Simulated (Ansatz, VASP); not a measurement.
Two plane-wave programs on Sc2Al

Contents of INCAR:

```
SYSTEM = Sc2Al
PREC = Accurate ; ENCUT = 520
EDIFF = 1E-6 ; ISMEAR = 0
SIGMA = 0.15 ; LREAL = .FALSE.
LASPH = .TRUE. ; NELM = 100
ALGO = Fast ; ISIF = 2
LWAVE = .FALSE. ; LCHARG = .FALSE.
GGA = PS ; NBANDS = 34
```

KPOINTS

```
regular mesh
0
G
  12 12 8
  0 0 0
```

File POSCAR:

```
Sc2Al
1.0
    4.9721714466      0.0000000000      0.0000000000
   -2.4860857233      4.3060267847      0.0000000000
    0.0000000000      0.0000000000      5.7811787542
Sc Al
4 2
Direct
    0.0000000000      0.0000000000      0.0000000000
    0.0000000000      0.0000000000      0.5000000000
    0.3333333333      0.6666666667      0.7500000000
    0.6666666667      0.3333333333      0.2500000000
    0.3333333333      0.6666666667      0.2500000000
    0.6666666667      0.3333333333      0.7500000000
```

Input for Ansatz:

```yaml
crystal:
  lattice:
    - [4.9721714466, 0.0, 0.0]
    - [-2.4860857233, 4.3060267847, 0.0]
    - [0.0, 0.0, 5.7811787542]
  atoms:
    - { symbol: Sc, position: [0.0, 0.0, 0.0] }
    - { symbol: Sc, position: [0.0, 0.0, 0.5] }
    - { symbol: Sc, position: [0.3333333333, 0.6666666667, 0.75] }
    - { symbol: Sc, position: [0.6666666667, 0.3333333333, 0.25] }
    - { symbol: Al, position: [0.3333333333, 0.6666666667, 0.25] }
    - { symbol: Al, position: [0.6666666667, 0.3333333333, 0.75] }
basis:
  ecutwfc: 420
kpoints:
  mp_grid: { grid: [12, 12, 8] }
hamiltonian:
  xc: pbesol
scf:
  occupations: { method: gaussian, width: 0.15 }
output:
  forces: true
  stress: true
  eigenvalues: true
```

Change from the starting cell: strain +0.025 along x and y, -0.050 along z, atoms carried along.

Alike in both runs: task single point; functional PBEsol; k mesh 12 × 12 × 8; occupations gaussian, width 0.15 eV; no spin polarisation.

```csv
,VASP,Ansatz
version,VASP 6.6.1,Ansatz 0.2.0
potentials or method,"VASP PAW PBE potentials, release 64 (Sc_sv, Al), cutoff 520 eV","scalar-relativistic, plane waves, PAW"
valence electrons in the cell,50,50
```

|  | VASP | Ansatz | Ansatz less VASP |
| --- | --- | --- | --- |
| gap on the k mesh at the Fermi level (eV) | none | none | - |
| pressure (GPa) | 0.1 | 0.0 | -0.10 |
| traceless stress, the component that is largest in VASP (GPa) | 7.03 | 7.03 | +0.005 |

VASP's potentials were made for PBE, not for PBEsol. A gap of «none» marks a metal or a gap that the smearing closes. The functional is the same, so the differences come from potentials, cutoffs and numerics.
